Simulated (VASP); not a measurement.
# MgVCl2O (Cm) in VASP: single point with PBE

Aim: the single point of MgVCl2O with PBE.

Everything below comes from runs of VASP 6.6.1. Logs are shortened: lines on timing, memory, paths and dates and some standing lists are left out, and cuts for length are marked.

**1. The cell of the first run**

Symmetry: Cm, No. 8, monoclinic system. The conventional cell has a = 13.241 Å, b = 3.923 Å, c = 4.318 Å, α = 90.00°, β = 108.86°, γ = 90.00°. Within 3.0 Å of V (site symmetry m) lie 2 O at 2.16 Å and 4 Cl at 2.54 to 2.58 Å and 4 Mg at 2.91 to 2.93 Å. Cl (site symmetry m) has 2 V at 2.54 Å and 2 Mg at 2.75 to 2.80 Å and 1 Cl at 3.29 Å and 4 O at 3.35 to 3.38 Å within 3.4 Å. Cl (site symmetry m) has 2 V at 2.58 Å and 2 Mg at 2.65 to 2.66 Å and 1 Cl at 3.29 Å and 4 O at 3.33 Å within 3.4 Å. Mg (site symmetry m) has 2 O at 1.96 Å and 4 Cl at 2.65 to 2.80 Å and 4 V at 2.91 to 2.93 Å within 3.0 Å. Within 2.6 Å of O (site symmetry m) lie 2 Mg at 1.96 Å and 2 V at 2.16 Å.

**2. Single point, PBE, collinear spin, ferromagnetic start**

File INCAR:

```
SYSTEM = MgVCl2O
  PREC = Accurate
  ENCUT = 520
  EDIFF = 1E-7
  ISMEAR = -1
  SIGMA = 0.05
  LREAL = .False.
  LASPH = .True.
  NELM = 150
  ALGO = Normal
  ISIF = 2
  LWAVE = .False.
  LCHARG = .True.
  ISPIN = 2
  MAGMOM = 2 0 0 0 0
  LORBIT = 11
  LMAXMIX = 4
  GGA = PE
  LELF = .True.
  LVHAR = .True.
  NBANDS = 30
```

File KPOINTS:

```
Automatic mesh
0
Gamma
  6 6 6
  0 0 0
```

File POSCAR:

```
MgVCl2O
1.0
    6.6203369699     -1.9615760065      0.0000000000
    6.6203369699      1.9615760065      0.0000000000
   -1.3957237544      0.0000000000      4.0863273679
V Cl Mg O
1 2 1 1
Direct
    0.0014305000      0.0014305000      0.9784580000
    0.6302280000      0.6302280000      0.1115470000
    0.3677760000      0.3677760000      0.8464830000
    0.4909220000      0.4909220000      0.4664290000
    0.9960985000      0.9960985000      0.4735920000
```

Potentials or basis: VASP PAW PBE potentials, release 64 (V_sv, Cl, Mg, O).

Command:

```
cat potpaw_PBE.64/V_sv/POTCAR potpaw_PBE.64/Cl/POTCAR potpaw_PBE.64/Mg/POTCAR potpaw_PBE.64/O/POTCAR > POTCAR
mpirun -np 1 vasp_std > vasp.out
```

OUTCAR:

```text
SYSTEM = MgVCl2O
   PREC = Accurate
   ENCUT = 520
   EDIFF = 1E-7
   ISMEAR = -1
   LREAL = .False.
   LASPH = .True.
   NELM = 150
   ISIF = 2
   ISPIN = 2
   LORBIT = 11
   GGA = PE

 ion  position               nearest neighbor table
   1  0.001  0.001  0.978-   5 2.16   5 2.16   2 2.54   2 2.54   3 2.58   3 2.58   4 2.91   4 2.91
                             4 2.93   4 2.93
   2  0.630  0.630  0.112-   1 2.54   1 2.54   4 2.75   4 2.80
   3  0.368  0.368  0.846-   1 2.58   1 2.58   4 2.65   4 2.66
   4  0.491  0.491  0.466-   5 1.96   5 1.96   3 2.65   3 2.66   2 2.75   2 2.80   1 2.91   1 2.91
                             1 2.93   1 2.93
   5  0.996  0.996  0.474-   4 1.96   4 1.96   1 2.16   1 2.16

  LATTYP: Found a base centered monoclinic cell.
 ALAT       =    13.2406739398
 B/A-ratio  =     0.2962954930
 C/A-ratio  =     0.3261250072
 COS(beta)  =    -0.3232252480

  Lattice vectors:

 A1 = (   6.6203369699,  -1.9615760065,   0.0000000000)
 A2 = (   6.6203369699,   1.9615760065,   0.0000000000)
 A3 = (  -1.3957237544,   0.0000000000,   4.0863273679)

Analysis of symmetry for initial positions (statically):
=====================================================================
 Subroutine PRICEL returns:
 Original cell was already a primitive cell.

 Routine SETGRP: Setting up the symmetry group for a
 base centered monoclinic supercell.

 Subroutine GETGRP returns: Found  2 space group operations
 (whereof  2 operations were pure point group operations)
 out of a pool of  4 trial point group operations.

The static configuration has the point symmetry C_1h.

Analysis of symmetry for dynamics (positions and initial velocities):
=====================================================================
 Subroutine PRICEL returns:
 Original cell was already a primitive cell.

 Routine SETGRP: Setting up the symmetry group for a
 base centered monoclinic supercell.

 Subroutine GETGRP returns: Found  2 space group operations
 (whereof  2 operations were pure point group operations)
 out of a pool of  4 trial point group operations.

The dynamic configuration has the point symmetry C_1h.

Analysis of structural, dynamic, and magnetic symmetry:
=====================================================================
 Subroutine PRICEL returns:
 Original cell was already a primitive cell.

 Routine SETGRP: Setting up the symmetry group for a
 base centered monoclinic supercell.

 Subroutine GETGRP returns: Found  2 space group operations
 (whereof  2 operations were pure point group operations)
 out of a pool of  4 trial point group operations.

The overall configuration has the point symmetry C_1h.
[... 137 lines left out ...]
  energy-cutoff  :      520.00
  volume of cell :      106.13
 maximum number of plane-waves:      2877
 NGX is ok and might be reduce to    54
   NGX = 25   NGY = 25   NGZ = 17

 number of electron      34.9999999 magnetization       2.9998852

 Free energy of the ion-electron system (eV)
  ---------------------------------------------------
  ext. energy  EPLUGINS =         0.00000000
  ---------------------------------------------------
  free energy    TOTEN  =       -27.00909182 eV

  energy without entropy =      -27.00854040  energy(sigma->0) =      -27.00881611

 E-fermi :   4.0418     XC(G=0):  -8.3569

 val. band max:        3.8062530672   @ k =   0.1667   0.1667   0.5000
 cond. band min:       4.2828111986   @ k =  -0.3333   0.3333   0.0000
 fundamental gap:      0.4765581314
 Fermi energy:         4.0417723449

 spin component 1

 k-point     1 :       0.0000    0.0000    0.0000
  band No.  band energies     occupation
      1     -61.6229      1.00000
      2     -35.6535      1.00000
      3     -35.5359      1.00000
      4     -35.3873      1.00000
      5     -15.2920      1.00000
      6     -13.6740      1.00000
[... 757 lines left out ...]
     28      10.7448      0.00000
     29      11.2038      0.00000

 [... further k-points ...]

 spin component 2

 k-point     1 :       0.0000    0.0000    0.0000
  band No.  band energies     occupation
      1     -59.1104      1.00000
      2     -33.2170      1.00000
      3     -33.0106      1.00000
      4     -32.8859      1.00000
      5     -15.1857      1.00000
      6     -13.6527      1.00000
[... 757 lines left out ...]
     28      11.0671      0.00000
     29      11.4364      0.00000

 [... further k-points ...]

 [bands above 29 left out]

------------------------ aborting loop because EDIFF is reached ----------------------------------------

  FORCE on cell =-STRESS in cart. coord.  units (eV):
  Direction    XX          YY          ZZ          XY          YZ          ZX
  --------------------------------------------------------------------------------------
  -------------------------------------------------------------------------------------
  Total       -0.8730973     -1.6789367     -1.2998059      0.0000000      0.0000000      0.1342495
  in kB      -13.1802856    -25.3452463    -19.6218831      0.0000000      0.0000000      2.0266325
  external PRESSURE =     -19.3824717 kB  Pullay stress =       0.0000000 kB

 VOLUME and BASIS-vectors are now :
 -----------------------------------------------------------------------------
  energy-cutoff  :      520.00
  volume of cell :      106.13
      direct lattice vectors                 reciprocal lattice vectors
     6.620336970 -1.961576007  0.000000000     0.075524857 -0.254897082  0.025796229
     6.620336970  1.961576007  0.000000000     0.075524857  0.254897082  0.025796229
    -1.395723754  0.000000000  4.086327368     0.000000000  0.000000000  0.244718523

 POSITION                                       TOTAL-FORCE (eV/Angst)
 -----------------------------------------------------------------------------------
     -1.34672      0.00000      3.99830         0.012816      0.000000      0.015410
      8.18895      0.00000      0.45582        -0.278523      0.000000     -0.124372
      3.68815      0.00000      3.45901         0.239718      0.000000      0.066492
      5.84913      0.00000      1.90598         0.042530      0.000000      0.043254
     12.52801      0.00000      1.93525        -0.016542      0.000000     -0.000784
 -----------------------------------------------------------------------------------
    total drift:                               -0.000376      0.000000     -0.001006

  FREE ENERGIE OF THE ION-ELECTRON SYSTEM (eV)
  ---------------------------------------------------
  free  energy   TOTEN  =       -27.0090918223 eV

  energy  without entropy=      -27.0085404005  energy(sigma->0) =      -27.00881611

 total charge

# of ion       s       p       d       tot
------------------------------------------
    1        2.153   6.110   3.096  11.359
    2        1.597   3.531   0.000   5.128
    3        1.597   3.537   0.000   5.134
    4        0.142   0.152   0.061   0.355
    5        1.542   3.494   0.000   5.036
--------------------------------------------------
tot          7.031  16.824   3.156  27.012

 magnetization (x)

# of ion       s       p       d       tot
------------------------------------------
    1        0.022   0.017   2.541   2.579
    2       -0.000  -0.010   0.000  -0.011
    3       -0.000  -0.012   0.000  -0.012
    4       -0.001   0.003   0.004   0.006
    5       -0.000   0.047   0.000   0.046
--------------------------------------------------
tot          0.019   0.045   2.545   2.609
```

Wall time 21 min (1 thread of Intel Xeon 8259CL, shared host); peak memory 0.61 GiB.

What came out:

| Property | Result |
| --- | --- |
| Free energy | -27.0091 eV |
| Pressure | -1.9 GPa |
| Largest force | 0.305 eV/Å |
| Band gap on the k mesh | 0.48 eV (least direct gap 0.63 eV) |
| Net moment | 3.00 μB per cell |
| Site moments | V +2.58; Cl -0.01; Mg +0.01; O +0.05 μB |
| Valence electrons inside the program's atomic spheres | V 11.36; Cl 5.13; Mg 0.35; O 5.04 |

Forces on the atoms (eV/Å):
```
V    0.013  0.000  0.015
Cl  -0.279  0.000 -0.124
Cl   0.240  0.000  0.066
Mg   0.043  0.000  0.043
O   -0.017  0.000 -0.001
```
